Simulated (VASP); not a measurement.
# BP (F-43m) in VASP: further runs, part 2 of 2

VASP 6.6.1.

## 5. Relaxation of cell and atoms, LDA, target pressure 10 GPa, at which the enthalpy is minimised

This run uses another cell than the first one, of 11.68 Å³/atom, 1.087 times its volume.

The input, INCAR:

```
SYSTEM = BP
ALGO     = Normal         ! electronic algorithm
EDIFF    = 1E-6           ! SCF threshold, eV
EDIFFG   = -0.02          ! ionic threshold
ENCUT    = 600            ! plane-wave cutoff, eV
GGA      = CA             ! functional
IBRION   = 2              ! ionic algorithm
ISIF     = 3              ! what is computed and relaxed
ISMEAR   = -1             ! smearing method
LASPH    = .TRUE.         ! aspherical terms in the spheres
LCHARG   = .FALSE.        ! write CHGCAR
LREAL    = .FALSE.        ! projectors in reciprocal space
LWAVE    = .FALSE.        ! write WAVECAR
NELM     = 100            ! most SCF steps
NSW      = 80             ! ionic steps
PREC     = Accurate       ! precision mode
PSTRESS  = 100.0        
SIGMA    = 0.05           ! smearing width, eV
```

The input, KPOINTS:

```
k-points
0
G
  10 10 10
  0 0 0
```

The input, POSCAR:

```
BP
1.0
    0.0000000000      2.2690000000      2.2690000000
    2.2690000000      0.0000000000      2.2690000000
    2.2690000000      2.2690000000      0.0000000000
P B
1 1
Direct
    0.7500000000      0.7500000000      0.7500000000
    0.0000000000      0.0000000000      0.0000000000
```

Run with:

```
$ cat potpaw_LDA.64/P/POTCAR potpaw_LDA.64/B/POTCAR > POTCAR
$ mpirun -np 1 vasp_std > vasp.out
```

It took 41 s on 1 thread of Intel Xeon 8259CL, shared host; peak memory 0.14 GiB.

Results (log left out):

```yaml
Free_energy: -14.3687 eV
Relaxed_volume: 10.75 Å³/atom
Relaxed_cell: a = 3.122 Å, b = 3.122 Å, c = 3.122 Å, α = 60.00°, β = 60.00°, γ = 60.00°
Space_group_after_relaxing_to_0.05_Å: F-43m (No. 216)
Energy_change_on_relaxing_the_enthalpy_is_what_falls: +10.0 meV/atom
Ionic_steps: 3
Pressure_after_relaxing: 9.7 GPa
Band_gap_on_the_k_mesh: 1.09 eV, indirect (least direct gap 3.52 eV)
```

Step by step:
| step | energy change (eV) | largest force (eV/Å) | pressure (GPa) | volume (Å³) |
| --- | --- | --- | --- | --- |
| 1 | 0.0000 | 0.0000 | -5.32 | 23.36 |
| 2 | 0.2278 | 0.0000 | 30.16 | 19.79 |
| 3 | 0.0200 | 0.0000 | 9.75 | 21.51 |

Final structure:
```cif
data_structure
_symmetry_space_group_name_H-M 'P 1'
_symmetry_Int_Tables_number 1
_cell_length_a 3.1216
_cell_length_b 3.1216
_cell_length_c 3.1216
_cell_angle_alpha 60.000
_cell_angle_beta 60.000
_cell_angle_gamma 60.000
_cell_volume 21.51
loop_
_atom_site_label
_atom_site_type_symbol
_atom_site_fract_x
_atom_site_fract_y
_atom_site_fract_z
_atom_site_occupancy
P1 P 0.75000 0.75000 0.75000 1
B1 B 0.00000 0.00000 0.00000 1
```

Levels at points of the mesh, in eV from the valence-band top:
| k point | band 2 | band 3 | band 4 | band 5 | band 6 | band 7 |
| --- | --- | --- | --- | --- | --- | --- |
| (0.00, 0.00, 0.00) | 0.00 | 0.00 | 0.00 | 3.52 | 3.52 | 3.52 |
| (0.50, 0.00, 0.00) | -9.61 | -1.84 | -1.84 | 4.29 | 4.74 | 4.74 |
| (0.50, 0.50, 0.00) | -8.91 | -4.40 | -4.40 | 1.15 | 1.49 | 12.79 |

Caveat: the cell is relaxed towards a set pressure, so the enthalpy falls and the energy may rise.

## 6. Relaxation of cell and atoms, LDA, target pressure 20 GPa, at which the enthalpy is minimised

This run uses another cell than the first one, of 11.68 Å³/atom, 1.087 times its volume.

The input, INCAR:

```
SYSTEM = BP
  ALGO = Normal
  EDIFF = 1E-7
  EDIFFG = -0.02
  ENCUT = 600
  GGA = CA
  IBRION = 2
  ISIF = 3
  ISMEAR = -1
  LASPH = .True.
  LCHARG = .False.
  LREAL = .False.
  LWAVE = .False.
  NELM = 60
  NSW = 80
  PREC = Accurate
  PSTRESS = 200.0
  SIGMA = 0.05
```

The input, KPOINTS:

```
k-points
0
Gamma
  10 10 10
  0 0 0
```

POSCAR is that of step 5.

Potentials or basis: VASP PAW LDA potentials, release 64 (P, B).

Run with:

```
$ cat potpaw_LDA.64/P/POTCAR potpaw_LDA.64/B/POTCAR > POTCAR
$ mpirun -np 1 vasp_std > vasp.out
```

OUTCAR:

```text
SYSTEM = BP
   EDIFF = 1E-7
   EDIFFG = -0.02
   ENCUT = 600
   GGA = CA
   IBRION = 2
   ISIF = 3
   ISMEAR = -1
   LASPH = .True.
   LREAL = .False.
   NELM = 60
   NSW = 80
   PREC = Accurate
   PSTRESS = 200.0

 ion  position               nearest neighbor table
   1  0.750  0.750  0.750-   2 1.97   2 1.97   2 1.97   2 1.97
   2  0.000  0.000  0.000-   1 1.97   1 1.97   1 1.97   1 1.97

  LATTYP: Found a face centered cubic cell.
 ALAT       =     4.5380000000

  Lattice vectors:

 A1 = (   0.0000000000,   2.2690000000,   2.2690000000)
 A2 = (   2.2690000000,   0.0000000000,   2.2690000000)
 A3 = (   2.2690000000,   2.2690000000,   0.0000000000)

Analysis of symmetry for initial positions (statically):
=====================================================================
 Subroutine PRICEL returns:
 Original cell was already a primitive cell.

 Routine SETGRP: Setting up the symmetry group for a
 face centered cubic supercell.

 Subroutine GETGRP returns: Found 24 space group operations
 (whereof 24 operations were pure point group operations)
 out of a pool of 48 trial point group operations.

The static configuration has the point symmetry T_d .

Analysis of symmetry for dynamics (positions and initial velocities):
=====================================================================
 Subroutine PRICEL returns:
 Original cell was already a primitive cell.

 Routine SETGRP: Setting up the symmetry group for a
 face centered cubic supercell.

 Subroutine GETGRP returns: Found 24 space group operations
 (whereof 24 operations were pure point group operations)
 out of a pool of 48 trial point group operations.

The dynamic configuration has the point symmetry T_d .

 Subroutine INISYM returns: Found 24 space group operations
 (whereof 24 operations are pure point group operations),
 and found     1 'primitive' translations

----------------------------------------------------------------------------------------

                                     Primitive cell

  volume of cell :      23.3633

  direct lattice vectors                    reciprocal lattice vectors
     0.000000000  2.269000000  2.269000000    -0.220361393  0.220361393  0.220361393
     2.269000000  0.000000000  2.269000000     0.220361393 -0.220361393  0.220361393
     2.269000000  2.269000000  0.000000000     0.220361393  0.220361393 -0.220361393

  length of vectors
     3.208850573  3.208850573  3.208850573     0.381677128  0.381677128  0.381677128

  position of ions in fractional coordinates (direct lattice)
     0.750000000  0.750000000  0.750000000
     0.000000000  0.000000000  0.000000000

  ion indices of the primitive-cell ions
   primitive index   ion index
                 1           1
                 2           2

----------------------------------------------------------------------------------------

 KPOINTS: k-points

Automatic generation of k-mesh.
 Grid dimensions read from file:
 generate k-points for:   10   10   10

 Generating k-lattice:

  Cartesian coordinates                     Fractional coordinates (reciprocal lattice)
    -0.022036139  0.022036139  0.022036139     0.100000000  0.000000000  0.000000000
     0.022036139 -0.022036139  0.022036139     0.000000000  0.100000000  0.000000000
     0.022036139  0.022036139 -0.022036139     0.000000000  0.000000000  0.100000000

  Length of vectors
     0.038167713  0.038167713  0.038167713

  Shift w.r.t. Gamma in fractional coordinates (k-lattice)
     0.000000000  0.000000000  0.000000000

 Subroutine IBZKPT returns following result:
 ===========================================

 Found     47 irreducible k-points:

 Following reciprocal coordinates:
            Coordinates               Weight
  0.000000  0.000000  0.000000      1.000000
  0.100000  0.000000  0.000000      8.000000
  0.200000  0.000000  0.000000      8.000000
  0.300000  0.000000  0.000000      8.000000
  0.400000  0.000000  0.000000      8.000000
  0.500000  0.000000  0.000000      4.000000
[... 16 lines left out ...]
  0.300000  0.300000  0.000000      6.000000
  0.400000  0.300000  0.000000     24.000000
 [... further k-points ...]
   k-points           NKPTS =     47   k-points in BZ     NKDIM =     47   number of bands    NBANDS=      8
   number of dos      NEDOS =    301   number of ions     NIONS =      2
   total plane-waves  NPLWV =  21952
   dimension x,y,z NGX =    28 NGY =   28 NGZ =   28
   dimension x,y,z NGXF=    56 NGYF=   56 NGZF=   56
   ions per type =               1   1
   NGX,Y,Z   is equivalent  to a cutoff of  14.51, 14.51, 14.51 a.u.
   NGXF,Y,Z  is equivalent  to a cutoff of  29.01, 29.01, 29.01 a.u.
 SYSTEM =  BP
   PREC   = accura    normal or accurate (medium, high low for compatibility)
   ISTART =      0    job   : 0-new  1-cont  2-samecut
   ICHARG =      2    charge: 1-file 2-atom 10-const
   ISPIN  =      1    spin polarized calculation?
   LNONCOLLINEAR =      F non collinear calculations
   LSORBIT =      F    spin-orbit coupling
   LASPH  =      T    aspherical Exc in radial PAW
   ENCUT  =  600.0 eV  44.10 Ry    6.64 a.u.   6.41  6.41  6.41*2*pi/ulx,y,z
   NELM   =     60;   NELMIN=  2; NELMDL= -5     # of ELM steps
   EDIFF  = 0.1E-06   stopping-criterion for ELM
   LREAL  =      F    real-space projection
   EDIFFG = -.2E-01   stopping-criterion for IOM
   NSW    =     80    number of steps for IOM
   IBRION =      2    ionic relax: 0-MD 1-quasi-New 2-CG
   NFREE  =      1    steps in history (QN), initial steepest desc. (CG)
   ISIF   =      3    stress and relaxation
   ISYM   =      2    0-nonsym 1-usesym 2-fastsym
   POTIM  = 0.5000    time-step for ionic-motion
   TEBEG  =    0.0;   TEEND  =   0.0 temperature during run
   PSTRESS=  200.0 pullay stress
   NELECT =       8.0000    total number of electrons
   NUPDOWN=      -1.0000    fix difference up-down
   EMIN   =  10.00;   EMAX   =-10.00  energy-range for DOS
[... 5 lines left out ...]
     AMIX     =   0.40;   BMIX     =  1.00
     AMIX_MAG =   1.60;   BMIX_MAG =  1.00
  volume/ion in A,a.u.               =      11.68        78.83
  Fermi-wavevector in a.u.,A,eV,Ry     =   1.145320  2.164342 17.847562  1.311759
  Thomas-Fermi vector in A             =   2.282009
   LORBIT       =      0    0 simple, 1 ext, 2 COOP (PROOUT), +10 PAW based schemes
   GGA     = CA    functional components
   LHFCALC =     F    Hartree Fock is set to
   AEXX    =    0.0000 exact exchange contribution
   IVDW    =     0    specifies the selected vdW correction
   LEPSILON=     F    determine dielectric tensor
   LRPA    =     F    only Hartree local field effects (RPA)
 conjugate gradient relaxation of ions
 non-spin polarized calculation
  energy-cutoff  :      600.00
  volume of cell :       23.36
 maximum number of plane-waves:       794
 NGX is ok and might be reduce to    28
   NGX = 13   NGY = 13   NGZ = 13

--------------------------------------- Ionic step        1  -------------------------------------------

 number of electron       8.0000000 magnetization

 Free energy of the ion-electron system (eV)
  ---------------------------------------------------
  ext. energy  EPLUGINS =         0.00000000
  ---------------------------------------------------
  free energy    TOTEN  =       -14.38870181 eV

  energy without entropy =      -14.38870173  energy(sigma->0) =      -14.38870177

------------------------ aborting loop because EDIFF is reached ----------------------------------------

  FORCE on cell =-STRESS in cart. coord.  units (eV):
  Direction    XX          YY          ZZ          XY          YZ          ZX
  --------------------------------------------------------------------------------------
  -------------------------------------------------------------------------------------
  Total       -0.7754659     -0.7754659     -0.7754659      0.0000000     -0.0000000      0.0000000
  in kB      -53.1789560    -53.1789560    -53.1789560      0.0000000     -0.0000000      0.0000000
  external PRESSURE =    -253.1789560 kB  Pullay stress =     200.0000000 kB
[... 23 lines left out ...]
  enthalpy is  TOTEN    =       -11.4722628186 eV   P V=        2.9164389959

--------------------------------------- Ionic step        2  -------------------------------------------

 number of electron       8.0000000 magnetization

 E-fermi :  11.4173     XC(G=0): -12.2828

 val. band max:       11.0510885438   @ k =   0.0000   0.0000   0.0000
 cond. band min:      11.7923833968   @ k =   0.5000   0.5000   0.0000
 fundamental gap:      0.7412948530
 Fermi energy:        11.4173456871

 k-point     1 :       0.0000    0.0000    0.0000
  band No.  band energies     occupation
      1      -6.9875      2.00000
      2      11.0511      1.99868
      3      11.0511      1.99868
      4      11.0511      1.99868
      5      15.0813      0.00000
      6      15.0813      0.00000
      7      15.0813      0.00000
      8      22.8999      0.00000
[... 326 lines left out ...]
  enthalpy is  TOTEN    =       -11.7145774164 eV   P V=        2.5784749948

--------------------------------------- Ionic step        4  -------------------------------------------

 number of electron       8.0000000 magnetization

 Free energy of the ion-electron system (eV)
  ---------------------------------------------------
  ext. energy  EPLUGINS =         0.00000000
  ---------------------------------------------------
  free energy    TOTEN  =       -14.28347639 eV

  energy without entropy =      -14.28347603  energy(sigma->0) =      -14.28347621

 E-fermi :   9.4790     XC(G=0): -11.6201

 val. band max:        8.9845333848   @ k =   0.0000   0.0000   0.0000
 cond. band min:      10.0211077600   @ k =   0.4000   0.4000   0.0000
 fundamental gap:      1.0365743752
 Fermi energy:         9.4789811167

 k-point     1 :       0.0000    0.0000    0.0000
  band No.  band energies     occupation
      1      -7.5646      2.00000
      2       8.9845      1.99990
      3       8.9845      1.99990
      4       8.9845      1.99990
      5      12.5963      0.00000
      6      12.5963      0.00000
      7      12.5963      0.00000
      8      18.3600      0.00000
[... 282 lines left out ...]
  FREE ENERGIE OF THE ION-ELECTRON SYSTEM (eV)
  ---------------------------------------------------
  free  energy   TOTEN  =       -14.2834763942 eV

  energy  without entropy=      -14.2834760338  energy(sigma->0) =      -14.28347621

  enthalpy is  TOTEN    =       -11.7148745284 eV   P V=        2.5686018659

 reached required accuracy - stopping structural energy minimisation
```

Wall time 51 s (1 thread of Intel Xeon 8259CL, shared host); peak memory 0.14 GiB.

What came out:

```
Free energy                                            : -14.2835 eV
Relaxed volume                                         : 10.29 Å³/atom
Relaxed cell                                           : a = 3.076 Å, b = 3.076 Å, c = 3.076 Å, α = 60.00°, β = 60.00°, γ = 60.00°
Space group after relaxing (to 0.05 Å)                 : F-43m (No. 216)
Energy change on relaxing (the enthalpy is what falls) : +52.6 meV/atom
Ionic steps                                            : 4
Pressure after relaxing                                : 19.9 GPa
Band gap on the k mesh                                 : 1.04 eV, indirect (least direct gap 3.61 eV)
```

Step by step:
```tsv
step	energy change (eV)	largest force (eV/Å)	pressure (GPa)	volume (Å³)
1	0.0000	0.0000	-5.32	23.36
2	0.8626	0.0000	68.50	17.66
3	0.0956	0.0000	18.93	20.66
4	0.1052	0.0000	19.87	20.58
```

Final structure:
```cif
data_structure
_symmetry_space_group_name_H-M 'P 1'
_symmetry_Int_Tables_number 1
_cell_length_a 3.0758
_cell_length_b 3.0758
_cell_length_c 3.0758
_cell_angle_alpha 60.000
_cell_angle_beta 60.000
_cell_angle_gamma 60.000
_cell_volume 20.58
loop_
_atom_site_label
_atom_site_type_symbol
_atom_site_fract_x
_atom_site_fract_y
_atom_site_fract_z
_atom_site_occupancy
P1 P 0.75000 0.75000 0.75000 1
B1 B 0.00000 0.00000 0.00000 1
```

Levels at points of the mesh, in eV from the valence-band top:
```tsv
k point	band 2	band 3	band 4	band 5	band 6	band 7
(0.00, 0.00, 0.00)	0.00	0.00	0.00	3.61	3.61	3.61
(0.50, 0.00, 0.00)	-9.95	-1.89	-1.89	4.58	4.77	4.77
(0.50, 0.50, 0.00)	-9.14	-4.56	-4.56	1.06	1.46	13.22
```

Caveat: the cell is relaxed towards a set pressure, so the enthalpy falls and the energy may rise. A k mesh can miss the band edges.

## 7. Overview

| task | cell | cutoff (eV) | gap on the mesh (eV) | pressure (GPa) |
| --- | --- | --- | --- | --- |
| single point | a = 3.121 Å, angles 60.0°, 2 atoms | 520 | 1.09 | 9.8 |
| relaxation of cell and atoms | relaxed to 2 GPa from a = 3.209 Å, angles 60.0°, 2 atoms | 600 | 1.14 | 2.0 |
| relaxation of cell and atoms | relaxed to 5 GPa from a = 3.209 Å, angles 60.0°, 2 atoms | 600 | 1.12 | 4.9 |
| relaxation of cell and atoms | relaxed to 10 GPa from a = 3.209 Å, angles 60.0°, 2 atoms | 600 | 1.09 | 9.7 |
| relaxation of cell and atoms | relaxed to 20 GPa from a = 3.209 Å, angles 60.0°, 2 atoms | 600 | 1.04 | 19.9 |

Alike in all rows: level LDA; potentials or basis VASP PAW LDA potentials, release 64 (P, B); no spin polarisation; k mesh 10 × 10 × 10; smearing fermi-dirac 0.05 eV.

Caveats: the cell is relaxed towards a set pressure, so the enthalpy falls and the energy may rise (some runs).

Absolute energies hang on the potentials; compare differences alone.
